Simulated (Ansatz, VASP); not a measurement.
# Sb3Au in VASP and in Ansatz

INCAR

```
PREC = Accurate
ENCUT = 520
EDIFF = 1E-7
ISMEAR = -1
SIGMA = 0.05
LREAL = False
LASPH = True
NELM = 100
ALGO = Normal
ISIF = 2
LWAVE = False
LCHARG = False
NBANDS = 21
```

KPOINTS

```
regular mesh
0
Gamma
  10 10 10
```

The input POSCAR:

```
Sb3Au
1.0
   -3.0601330371      3.0601330371      3.0601330371
    3.0601330371     -3.0601330371      3.0601330371
    3.0601330371      3.0601330371     -3.0601330371
Sb Au
3 1
Direct
    0.0000000000      0.5000000000      0.5000000000
    0.5000000000      0.0000000000      0.5000000000
    0.5000000000      0.5000000000      0.0000000000
    0.0000000000      0.0000000000      0.0000000000
```

Input for Ansatz:

```yaml
crystal:
  lattice:
    - [-3.0601330371, 3.0601330371, 3.0601330371]
    - [3.0601330371, -3.0601330371, 3.0601330371]
    - [3.0601330371, 3.0601330371, -3.0601330371]
  atoms:
    - { symbol: Sb, position: [0.0, 0.5, 0.5] }
    - { symbol: Sb, position: [0.5, 0.0, 0.5] }
    - { symbol: Sb, position: [0.5, 0.5, 0.0] }
    - { symbol: Au, position: [0.0, 0.0, 0.0] }
kpoints:
  mp_grid: { grid: [10, 10, 10] }
  band_path:
    path:
      - [0.0, 0.0, 0.0]
      - [0.5, -0.5, 0.5]
      - [0.0, 0.0, 0.5]
      - [0.0, 0.0, 0.0]
      - [0.25, 0.25, 0.25]
      - [0.5, -0.5, 0.5]
      - [0.25, 0.25, 0.25]
      - [0.0, 0.0, 0.5]
    npoints: 5
scf:
  occupations: { method: fermi_dirac, width: 0.05 }
hamiltonian:
  xc: lda
  pseudopotentials: { kind: all_electron, lapw: { basis_error: 0.001 } }
output:
  forces: true
  stress: true
  eigenvalues: true
```

Change from the starting cell: volume scaled by 1.02.

Alike in both runs: task single point; functional LDA; k mesh 10 × 10 × 10; occupations fermi-dirac, width 0.05 eV; no spin polarisation.

|  | VASP | Ansatz |
| --- | --- | --- |
| version | VASP 6.6.1 | Ansatz 0.2.0 |
| potentials or method | VASP PAW LDA potentials, release 64 (Sb, Au), cutoff 520 eV | all-electron LAPW, scalar-relativistic |

|  | VASP | Ansatz | Ansatz less VASP |
| --- | --- | --- | --- |
| pressure (GPa) | -8.5 | -8.6 | -0.08 |

LDA's correlation is that of Perdew and Zunger in VASP and of Perdew and Wang (1992) in Ansatz. Ansatz ran all-electron here, and VASP with PAW potentials.

Spin-orbit coupling is off throughout.
